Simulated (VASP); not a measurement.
# SiTe4H (R-3m) in VASP: notebook

Runs on SiTe4H. Level: PBE. Tasks: single point, relaxation of cell and atoms.

Program: VASP 6.6.1. These are calculated values, not measurements. Logs are shortened: lines on timing, memory, paths and dates and some standing lists are left out, and cuts for length are marked.

## 1. The cell of the first run

The structure is trigonal, space group R-3m (No. 166). The conventional cell has a = 5.467 Å, b = 5.467 Å, c = 16.390 Å, α = 90.00°, β = 90.00°, γ = 120.00°. Within 3.7 Å of Si (site symmetry -3m) lie 8 Te at 2.81 to 3.24 Å. Within 3.8 Å of Te (site symmetry 3m) lie 1 Si at 2.81 Å and 3 H at 3.16 Å and 10 Te at 3.16 to 3.77 Å. Within 2.6 Å of Te (site symmetry 3m) lie 1 H at 1.99 Å. Within 2.6 Å of H (site symmetry -3m) lie 2 Te at 1.99 Å.

The cell was built from a structure type or drawn by symmetry, and may not be a known phase.

## 2. Single point, PBE

Input file INCAR:

```
ALGO     = Normal         # electronic algorithm
EDIFF    = 1E-6           # SCF threshold, eV
ENCUT    = 520            # plane-wave cutoff, eV
GGA      = PE             # functional
ISIF     = 2              # what is computed and relaxed
ISMEAR   = 0              # smearing method
LASPH    = T              # aspherical terms in the spheres
LCHARG   = F              # write CHGCAR
LREAL    = F              # projectors in reciprocal space
LWAVE    = F              # write WAVECAR
NBANDS   = 24             # bands
NELM     = 100            # most SCF steps
PREC     = Accurate       # precision mode
SIGMA    = 0.1            # smearing width, eV
```

Input file KPOINTS:

```
k-points
0
Gamma
  6 6 6
```

Input file POSCAR:

```
SiTe4H
1.0
    2.7333897721      1.5781233207      5.4633702016
   -2.7333897721      1.5781233207      5.4633702016
    0.0000000000     -3.1562466415      5.4633702016
Si Te H
1 4 1
Direct
    0.0000000000      0.0000000000      0.0000000000
    0.8287395521      0.8287395521      0.8287395521
    0.1712604479      0.1712604479      0.1712604479
    0.3783730893      0.3783730893      0.3783730893
    0.6216269107      0.6216269107      0.6216269107
    0.5000000000      0.5000000000      0.5000000000
```

Potentials or basis: VASP PAW PBE potentials, release 64 (Si, Te, H).

On the command line:

```
cat potpaw_PBE.64/Si/POTCAR potpaw_PBE.64/Te/POTCAR potpaw_PBE.64/H/POTCAR > POTCAR
mpirun -np 1 vasp_std > vasp.out
```

OUTCAR:

```text
EDIFF = 1E-6
   ENCUT = 520
   GGA = PE
   ISIF = 2
   ISMEAR = 0
   LASPH = T
   LREAL = F
   NELM = 100
   PREC = Accurate

 ion  position               nearest neighbor table
   1  0.000  0.000  0.000-   2 2.81   3 2.81   5 3.24   5 3.24   4 3.24   4 3.24   5 3.24   4 3.24

   2  0.829  0.829  0.829-   1 2.81   3 3.16   3 3.16   3 3.16   5 3.39
   3  0.171  0.171  0.171-   1 2.81   2 3.16   2 3.16   2 3.16   4 3.39
   4  0.378  0.378  0.378-   6 1.99   1 3.24   1 3.24   1 3.24   3 3.39   5 3.48   5 3.48   5 3.48

   5  0.622  0.622  0.622-   6 1.99   1 3.24   1 3.24   1 3.24   2 3.39   4 3.48   4 3.48   4 3.48

   6  0.500  0.500  0.500-   4 1.99   5 1.99

  LATTYP: Found a trigonal (rhomboedric) cell.
 ALAT       =     6.3095409359
 COS(alpha) =     0.6246489795

  Lattice vectors:

 A1 = (   2.7333897721,   1.5781233207,   5.4633702016)
 A2 = (  -2.7333897721,   1.5781233207,   5.4633702016)
 A3 = (   0.0000000000,  -3.1562466415,   5.4633702016)

Analysis of symmetry for initial positions (statically):
=====================================================================
 Subroutine PRICEL returns:
 Original cell was already a primitive cell.

 Routine SETGRP: Setting up the symmetry group for a
 trigonal (rhombohedral) supercell.

 Subroutine GETGRP returns: Found 12 space group operations
 (whereof 12 operations were pure point group operations)
 out of a pool of 12 trial point group operations.

The static configuration has the point symmetry D_3d.

Analysis of symmetry for dynamics (positions and initial velocities):
=====================================================================
 Subroutine PRICEL returns:
 Original cell was already a primitive cell.

 Routine SETGRP: Setting up the symmetry group for a
 trigonal (rhombohedral) supercell.

 Subroutine GETGRP returns: Found 12 space group operations
 (whereof 12 operations were pure point group operations)
 out of a pool of 12 trial point group operations.

The dynamic configuration has the point symmetry D_3d.

 Subroutine INISYM returns: Found 12 space group operations
 (whereof 12 operations are pure point group operations),
 and found     1 'primitive' translations

----------------------------------------------------------------------------------------

                                     Primitive cell

[... 99 lines left out ...]
   LREAL  =      F    real-space projection
   EDIFFG = 0.1E-04   stopping-criterion for IOM
   NSW    =      0    number of steps for IOM
   IBRION =     -1    ionic relax: 0-MD 1-quasi-New 2-CG
   NFREE  =      0    steps in history (QN), initial steepest desc. (CG)
   ISIF   =      2    stress and relaxation
   ISYM   =      2    0-nonsym 1-usesym 2-fastsym
   POTIM  = 0.5000    time-step for ionic-motion
   TEBEG  =    0.0;   TEEND  =   0.0 temperature during run
   PSTRESS=    0.0 pullay stress
   NELECT =      29.0000    total number of electrons
   NUPDOWN=      -1.0000    fix difference up-down
   EMIN   =  10.00;   EMAX   =-10.00  energy-range for DOS
   EFERMI =   0.00;   METHOD = LEGACY
   ISMEAR =     0;   SIGMA  =   0.10  broadening in eV -4-tet -1-fermi 0-gaus
   EFERMI_NEDOS =   21; number of points for ismear=-14 and -15
   IALGO  =     38    algorithm
   IMIX   =      4    mixing-type and parameters
     AMIX     =   0.40;   BMIX     =  1.00
     AMIX_MAG =   1.60;   BMIX_MAG =  1.00
  volume/ion in A,a.u.               =      23.57       159.04
  Fermi-wavevector in a.u.,A,eV,Ry     =   0.965434  1.824406 12.681491  0.932063
  Thomas-Fermi vector in A             =   2.095151
   LORBIT       =      0    0 simple, 1 ext, 2 COOP (PROOUT), +10 PAW based schemes
   GGA     = PE    functional components
   LHFCALC =     F    Hartree Fock is set to
   AEXX    =    0.0000 exact exchange contribution
   IVDW    =     0    specifies the selected vdW correction
   LEPSILON=     F    determine dielectric tensor
   LRPA    =     F    only Hartree local field effects (RPA)
 non-spin polarized calculation
 Gauss-broadening in eV      SIGMA  =   0.10
  energy-cutoff  :      520.00
  volume of cell :      141.40
 maximum number of plane-waves:      3849
   NGX = 23   NGY = 23   NGZ = 23

 number of electron      29.0000001 magnetization

 Free energy of the ion-electron system (eV)
  ---------------------------------------------------
  ext. energy  EPLUGINS =         0.00000000
  ---------------------------------------------------
  free energy    TOTEN  =       -18.78500326 eV

  energy without entropy =      -18.76549573  energy(sigma->0) =      -18.77524949

 E-fermi :   7.1924     XC(G=0):  -9.8817

 val. band max:        7.1833476288   @ k =  -0.3333  -0.3333   0.1667
 cond. band min:       7.2257371972   @ k =   0.1667  -0.0000   0.0000
 fundamental gap:      0.0423895684
 Fermi energy:         7.1923864103

 k-point     1 :       0.0000    0.0000    0.0000
  band No.  band energies     occupation
      1      -6.4944      2.00000
      2      -3.8555      2.00000
      3      -3.0433      2.00000
      4      -2.4448      2.00000
      5       0.2834      2.00000
      6       2.0060      2.00000
[... 637 lines left out ...]
     23      13.1820      0.00000
     24      13.4342      0.00000

 [... further k-points ...]

------------------------ aborting loop because EDIFF is reached ----------------------------------------

  FORCE on cell =-STRESS in cart. coord.  units (eV):
  Direction    XX          YY          ZZ          XY          YZ          ZX
  --------------------------------------------------------------------------------------
  -------------------------------------------------------------------------------------
  Total       -0.2313683     -0.2313683     -0.0502212      0.0000000      0.0000000      0.0000000
  in kB       -2.6215618     -2.6215618     -0.5690404      0.0000000      0.0000000      0.0000000
  external PRESSURE =      -1.9373880 kB  Pullay stress =       0.0000000 kB

 VOLUME and BASIS-vectors are now :
 -----------------------------------------------------------------------------
  energy-cutoff  :      520.00
  volume of cell :      141.40
      direct lattice vectors                 reciprocal lattice vectors
     2.733389772  1.578123321  5.463370202     0.182923052  0.105610673  0.061012401
    -2.733389772  1.578123321  5.463370202    -0.182923052  0.105610673  0.061012401
     0.000000000 -3.156246642  5.463370202     0.000000000 -0.211221347  0.061012401

 POSITION                                       TOTAL-FORCE (eV/Angst)
 -----------------------------------------------------------------------------------
      0.00000      0.00000      0.00000         0.000000      0.000000     -0.000000
      0.00000     -0.00000     13.58313         0.000000     -0.000000      0.004747
      0.00000     -0.00000      2.80698         0.000000      0.000000     -0.004747
      0.00000     -0.00000      6.20158         0.000000     -0.000000      0.028992
      0.00000     -0.00000     10.18853         0.000000      0.000000     -0.028992
      0.00000     -0.00000      8.19506         0.000000      0.000000     -0.000000
 -----------------------------------------------------------------------------------
    total drift:                                0.000000      0.000000     -0.000000

  FREE ENERGIE OF THE ION-ELECTRON SYSTEM (eV)
  ---------------------------------------------------
  free  energy   TOTEN  =       -18.7850032551 eV

  energy  without entropy=      -18.7654957328  energy(sigma->0) =      -18.77524949
```

OSZICAR:

```text
N       E                     dE             d eps       ncg     rms          rms(c)
DAV:   1     0.106018048786E+03    0.10602E+03   -0.10375E+04  1536   0.950E+02
DAV:   2    -0.108935714416E+02   -0.11691E+03   -0.11107E+03  1928   0.148E+02
DAV:   3    -0.188321635515E+02   -0.79386E+01   -0.77691E+01  1984   0.392E+01
DAV:   4    -0.189734787796E+02   -0.14132E+00   -0.14124E+00  1744   0.614E+00
DAV:   5    -0.189768480538E+02   -0.33693E-02   -0.33692E-02  1992   0.102E+00    0.137E+01
DAV:   6    -0.188030364605E+02    0.17381E+00   -0.29548E-01  1832   0.239E+00    0.837E+00
DAV:   7    -0.187921421783E+02    0.10894E-01   -0.21081E-01  1664   0.213E+00    0.157E+00
DAV:   8    -0.187864765251E+02    0.56657E-02   -0.51272E-02  1760   0.101E+00    0.909E-01
DAV:   9    -0.187850389044E+02    0.14376E-02   -0.64271E-03  1880   0.411E-01    0.291E-01
DAV:  10    -0.187850343621E+02    0.45424E-05   -0.20484E-03  1872   0.195E-01    0.106E-01
DAV:  11    -0.187850035333E+02    0.30829E-04   -0.13923E-04  1872   0.573E-02    0.286E-02
DAV:  12    -0.187850032920E+02    0.24137E-06   -0.16474E-05  1856   0.211E-02    0.750E-03
DAV:  13    -0.187850032551E+02    0.36850E-07   -0.15652E-06  1472   0.615E-03
   1 F= -.18785003E+02 E0= -.18775249E+02  d E =-.195075E-01
```

stdout:

```text
POSCAR found type information on POSCAR SiTeH
 POSCAR found :  3 types and       6 ions
 scaLAPACK will be used
 LDA part: xc-table for (Slater+PW92), standard interpolation
 POSCAR, INCAR and KPOINTS ok, starting setup
 FFT: planning ... GRIDC
 FFT: planning ... GRID_SOFT
 FFT: planning ... GRID
 WAVECAR not read
 entering main loop
```

Wall time 2.1 min (1 thread of Intel Xeon Platinum 8488C (Sapphire Rapids), shared host); peak memory 0.36 GiB.

Results:

```
Free energy            : -18.7850 eV
Pressure               : -0.2 GPa
Largest force          : 0.029 eV/Å
Band gap on the k mesh : zero (an odd number of electrons rules out a gap without spin polarisation)
```

Forces on the atoms (eV/Å):
```
Si   0.000  0.000  0.000
Te   0.000  0.000  0.005
Te   0.000  0.000 -0.005
Te   0.000  0.000  0.029
Te   0.000  0.000 -0.029
H    0.000  0.000  0.000
```

Stress tensor (GPa, compression positive):
```
-0.26  0.00  0.00
 0.00 -0.26  0.00
 0.00  0.00 -0.06
```

Caveat: spin-orbit coupling is left out, which moves the levels of the heavy elements.

## 3. Relaxation of cell and atoms, PBE

This run uses another cell than the first one, of 23.50 Å³/atom.

Input file INCAR:

```
SYSTEM = SiTe4H
  ALGO = Normal
  EDIFF = 1E-7
  EDIFFG = -0.04
  ENCUT = 600
  GGA = PE
  IBRION = 2
  ISIF = 3
  ISMEAR = 0
  LASPH = .True.
  LCHARG = .False.
  LREAL = .False.
  LWAVE = .False.
  NELM = 80
  NSW = 90
  PREC = Accurate
  SIGMA = 0.1
```

Input file KPOINTS:

```
k-points
0
Gamma
  6 6 6
  0 0 0
```

Input file POSCAR:

```
SiTe4H
1.0
    2.7673210613      1.5977135597      5.3150505232
   -2.7673210613      1.5977135597      5.3150505232
    0.0000000000     -3.1954271194      5.3150505232
Si Te H
1 4 1
Direct
    0.0000000000      0.0000000000      0.0000000000
    0.8271325117      0.8271325117      0.8271325117
    0.1728674883      0.1728674883      0.1728674883
    0.3768877590      0.3768877590      0.3768877590
    0.6231122410      0.6231122410      0.6231122410
    0.5000000000      0.5000000000      0.5000000000
```

Potentials or basis: VASP PAW PBE potentials, release 64 (Si, Te, H).

On the command line:

```
cat potpaw_PBE.64/Si/POTCAR potpaw_PBE.64/Te/POTCAR potpaw_PBE.64/H/POTCAR > POTCAR
mpirun -np 1 vasp_std > vasp.out
```

OUTCAR:

```text
SYSTEM = SiTe4H
   EDIFF = 1E-7
   EDIFFG = -0.04
   ENCUT = 600
   GGA = PE
   IBRION = 2
   ISIF = 3
   ISMEAR = 0
   LASPH = .True.
   LREAL = .False.
   NELM = 80
   NSW = 90
   PREC = Accurate

 ion  position               nearest neighbor table
   1  0.000  0.000  0.000-   2 2.76   3 2.76   5 3.27   5 3.27   4 3.27   4 3.27   5 3.27   4 3.27

   2  0.827  0.827  0.827-   1 2.76   3 3.20   3 3.20   3 3.20   5 3.25
   3  0.173  0.173  0.173-   1 2.76   2 3.20   2 3.20   2 3.20   4 3.25
   4  0.377  0.377  0.377-   6 1.96   3 3.25   1 3.27   1 3.27   1 3.27   5 3.48   5 3.48   5 3.48

   5  0.623  0.623  0.623-   6 1.96   2 3.25   1 3.27   1 3.27   1 3.27   4 3.48   4 3.48   4 3.48

   6  0.500  0.500  0.500-   4 1.96   5 1.96

  LATTYP: Found a trigonal (rhomboedric) cell.
 ALAT       =     6.2016543389
 COS(alpha) =     0.6017699945

  Lattice vectors:

[... 435 lines left out ...]

  energy without entropy =      -18.76768275  energy(sigma->0) =      -18.77703521

 E-fermi :   7.2306     XC(G=0):  -9.8915

 val. band max:        7.2286040800   @ k =  -0.3333   0.1667   0.1667
 cond. band min:       7.2658895179   @ k =   0.1667  -0.0000  -0.0000
 fundamental gap:      0.0372854379
 Fermi energy:         7.2305961223

 k-point     1 :       0.0000    0.0000    0.0000
  band No.  band energies     occupation
      1      -6.4883      2.00000
      2      -3.8404      2.00000
      3      -3.0120      2.00000
      4      -2.4119      2.00000
      5       0.2807      2.00000
      6       2.0664      2.00000
[... 481 lines left out ...]
      5      -0.3833      2.00000
      6       1.6711      2.00000
[... 10 lines left out ...]
     17       8.1468      0.00000
     18       9.0143      0.00000

 [... further k-points ...]

------------------------ aborting loop because EDIFF is reached ----------------------------------------

  FORCE on cell =-STRESS in cart. coord.  units (eV):
  Direction    XX          YY          ZZ          XY          YZ          ZX
  --------------------------------------------------------------------------------------
  -------------------------------------------------------------------------------------
  Total       -0.0879237     -0.0879237      0.0477745      0.0000000     -0.0000000      0.0000000
  in kB       -0.9984876     -0.9984876      0.5425413      0.0000000     -0.0000000      0.0000000
  external PRESSURE =      -0.4848113 kB  Pullay stress =       0.0000000 kB
[... 21 lines left out ...]
  FREE ENERGIE OF THE ION-ELECTRON SYSTEM (eV)
  ---------------------------------------------------
  free  energy   TOTEN  =       -18.7863876758 eV

  energy  without entropy=      -18.7676827540  energy(sigma->0) =      -18.77703521

 reached required accuracy - stopping structural energy minimisation
```

Run time: 13 min. Hardware: 1 thread of Intel Xeon Platinum 8488C (Sapphire Rapids), shared host; peak memory 0.41 GiB.

Results:

| Property | Result |
| --- | --- |
| Free energy | -18.7864 eV |
| Relaxed volume | 23.51 Å³/atom |
| Relaxed cell | a = 6.321 Å, b = 6.321 Å, c = 6.321 Å, α = 51.09°, β = 51.09°, γ = 51.09° |
| Space group after relaxing (to 0.1 Å) | R-3m (No. 166) |
| Energy gained by relaxing | 5.7 meV/atom |
| Ionic steps | 7 |
| Pressure after relaxing | 0.0 GPa |
| Largest force after relaxing | 0.017 eV/Å |
| Band gap on the k mesh | zero (an odd number of electrons rules out a gap without spin polarisation) |

Forces on the atoms (eV/Å):
```
Si   0.000  0.000  0.000
Te   0.000  0.000 -0.017
Te   0.000  0.000  0.017
Te   0.000  0.000 -0.009
Te   0.000  0.000  0.009
H    0.000  0.000  0.000
```

The path:
| step | energy change (eV) | largest force (eV/Å) | pressure (GPa) | volume (Å³) |
| --- | --- | --- | --- | --- |
| 1 | 0.0000 | 0.0759 | 0.30 | 141.00 |
| 2 | -0.0217 | 0.1004 | -0.35 | 141.87 |
| 3 | -0.0225 | 0.1290 | -0.49 | 142.08 |
| 4 | -0.0279 | 0.1189 | -0.02 | 140.71 |
| 5 | -0.0287 | 0.1145 | 0.23 | 140.01 |
| 6 | -0.0312 | 0.0817 | 0.15 | 140.29 |
| 7 | -0.0339 | 0.0169 | -0.05 | 141.08 |

Final structure:
```xyz
6
Lattice="2.7257 1.5737 5.4820 -2.7257 1.5737 5.4820 0.0000 -3.1473 5.4820" Properties=species:S:1:pos:R:3 pbc="T T T"
Si    0.0000    0.0000    0.0000
Te    0.0000    0.0000   13.6349
Te    0.0000    0.0000    2.8112
Te    0.0000    0.0000    6.2355
Te    0.0000    0.0000   10.2105
H     0.0000    0.0000    8.2230
```

Caveat: spin-orbit coupling is left out, which moves the levels of the heavy elements.

## 4. Single point, PBE

This run uses another cell than the first one, of 23.49 Å³/atom.

Input file INCAR:

```
SYSTEM = SiTe4H
PREC = Accurate
ENCUT = 520
EDIFF = 1E-6
ISMEAR = 0
SIGMA = 0.1
LREAL = .FALSE.
LASPH = .TRUE.
NELM = 100
ALGO = Normal
ISIF = 2
LWAVE = .FALSE.
LCHARG = .FALSE.
GGA = PE
NBANDS = 24
```

Input file KPOINTS:

```
Automatic mesh
0
G
  12 12 12
  0 0 0
```

Input file POSCAR:

```
SiTe4H
1.0
    2.7355334584      1.5793609786      5.4378491382
   -2.7355334584      1.5793609786      5.4378491382
    0.0000000000     -3.1587219572      5.4378491382
Si Te H
1 4 1
Direct
    0.0000000000      0.0000000000      0.0000000000
    0.8284039295      0.8284039295      0.8284039295
    0.1715960705      0.1715960705      0.1715960705
    0.3785442154      0.3785442154      0.3785442154
    0.6214557846      0.6214557846      0.6214557846
    0.5000000000      0.5000000000      0.5000000000
```

On the command line:

```
cat potpaw_PBE.64/Si/POTCAR potpaw_PBE.64/Te/POTCAR potpaw_PBE.64/H/POTCAR > POTCAR
mpirun -np 1 vasp_std > vasp.out
```

It took 11 min on 1 thread of Intel Xeon Platinum 8488C (Sapphire Rapids), shared host; peak memory 0.71 GiB.

The run converged. Its results:

```
Free energy            : -18.7986 eV
Pressure               : 0.0 GPa
Largest force          : 0.009 eV/Å
Band gap on the k mesh : zero (an odd number of electrons rules out a gap without spin polarisation)
```

Forces on the atoms (eV/Å):
```
Si   0.000  0.000  0.000
Te   0.000  0.000 -0.001
Te   0.000  0.000  0.001
Te   0.000  0.000 -0.009
Te   0.000  0.000  0.009
H    0.000  0.000  0.000
```

Levels at points of the mesh, in eV from the Fermi level:
```csv
k point,band 13,band 14,band 15,band 16,band 17,band 18
"(0.00, 0.00, 0.00)",-2.93,-0.52,-0.52,0.21,0.37,2.90
"(0.50, 0.00, 0.00)",-0.12,-0.06,0.50,0.89,1.25,2.26
"(0.50, 0.50, 0.00)",-0.67,-0.67,-0.63,0.53,0.91,1.58
"(0.50, 0.50, 0.50)",-2.00,-1.51,-1.02,0.41,0.41,0.63
```

Caveat: spin-orbit coupling is left out, which moves the levels of the heavy elements.

## 5. The runs side by side

| task | cell | k mesh | cutoff (eV) | gap on the mesh (eV) | pressure (GPa) | largest force (eV/Å) |
| --- | --- | --- | --- | --- | --- | --- |
| single point | a = 6.310 Å, angles 51.3°, 6 atoms, atomic positions A | 6 × 6 × 6 | 520 | none | -0.2 | 0.03 |
| relaxation of cell and atoms | relaxed from a = 6.202 Å, angles 53.0°, 6 atoms, atomic positions B | 6 × 6 × 6 | 600 | none | 0.0 | 0.02 |
| single point | a = 6.289 Å, angles 51.6°, 6 atoms, atomic positions A | 12 × 12 × 12 | 520 | none | 0.0 | 0.01 |

Alike in all rows: level PBE; potentials or basis VASP PAW PBE potentials, release 64 (Si, Te, H); no spin polarisation; smearing gaussian 0.1 eV.

Caveats: spin-orbit coupling is left out, which moves the levels of the heavy elements.

Absolute energies hang on the potentials; compare differences alone.
